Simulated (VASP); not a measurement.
Write the native input for VASP 6.6.1 that does the following.

```yaml
Task: single point
Functional: revPBE
Potentials_or_basis: VASP PAW PBE potentials, release 64 (W_sv)
Cutoff: 520 eV
k_mesh: 23 × 23 × 23
Occupations: fermi-dirac, width 0.1 eV
Spin: no spin polarisation
Dipole_correction: no
Further_INCAR_settings: ALGO = Normal; EDIFF = 1e-07; NBANDS = 13
```

The structure of W lies in POSCAR:

```
W
1.0
   -1.6584425773      1.6584425773      1.6584425773
    1.6584425773     -1.6584425773      1.6584425773
    1.6584425773      1.6584425773     -1.6584425773
W
1
Direct
    0.0000000000      0.0000000000      0.0000000000
```

This cell differs from its parent crystal: volume scaled by 1.12.

One way to write it, as run:

INCAR

```
SYSTEM = W
PREC = Accurate
ENCUT = 520
EDIFF = 1E-7
ISMEAR = -1
SIGMA = 0.1
LREAL = .FALSE.
LASPH = .TRUE.
NELM = 100
ALGO = Normal
ISIF = 2
LWAVE = .FALSE.
LCHARG = .TRUE.
GGA = RE
LELF = .TRUE.
LVHAR = .TRUE.
NBANDS = 13
```

KPOINTS

```
Automatic mesh
0
G
  23 23 23
  0 0 0
```

Potentials or basis: VASP PAW PBE potentials, release 64 (W_sv).

The run is started by

```sh
$ cat potpaw_PBE.64/W_sv/POTCAR > POTCAR
$ mpirun -np 1 vasp_std > vasp.out
```

Results of the run:

```json
{"Pressure": "-26.3 GPa", "Band gap on the k mesh": "zero (band 7 reaches 13.61 eV, above the bottom of band 8 at 8.56 eV)"}
```

Caveat: the PAW data sets were made with another functional, which shifts forces and pressure a little; spin-orbit coupling is left out, which moves the levels of the heavy elements.

Wall time 2.9 min on 1 thread of AMD EPYC 7R13 (shared host), peak memory 0.18 GiB.
